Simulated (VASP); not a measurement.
Mg:

```xyz
1
Lattice="3.0503 0.0000 0.0000 -1.5251 2.6416 0.0000 0.0000 0.0000 3.0448" Properties=species:S:1:pos:R:3 pbc="T T T"
Mg    0.0000    0.0000    0.0000
```

* Program: VASP 6.6.1
* Task: relaxation of cell and atoms
* Functional: PBE
* Potentials or basis: VASP PAW PBE potentials, release 64 (Mg)
* Cutoff: 600 eV
* k mesh: 21 × 21 × 18
* Occupations: gaussian, width 0.1 eV
* Spin: no spin polarisation

At the start: pressure 1.2 GPa; volume 24.53 Å³/atom.

Task: How do energy, volume and symmetry change on relaxing?

Result: Over 6 steps the energy falls by 3.6 meV/atom and the volume is 25.53 Å³/atom (+4.1 %); space group P6/mmm (No. 191, to 0.05 Å).

Step by step:
| step | energy change (eV) | largest force (eV/Å) | pressure (GPa) | volume (Å³) |
| --- | --- | --- | --- | --- |
| 1 | 0.0000 | 0.0000 | 1.20 | 24.53 |
| 2 | -0.0033 | 0.0000 | 0.36 | 25.19 |
| 3 | -0.0036 | 0.0000 | 0.01 | 25.50 |
| 4 | -0.0036 | 0.0000 | 0.03 | 25.48 |
| 5 | -0.0036 | 0.0000 | 0.01 | 25.50 |
| 6 | -0.0036 | 0.0000 | 0.00 | 25.53 |

Final structure:
```yaml
crystal:
  lattice:
    - [3.09244, 0.00000, 0.00000]
    - [-1.54622, 2.67813, 0.00000]
    - [0.00000, 0.00000, 3.08267]
  atoms:
    - { symbol: Mg, position: [0.00000, 0.00000, 0.00000] }
```
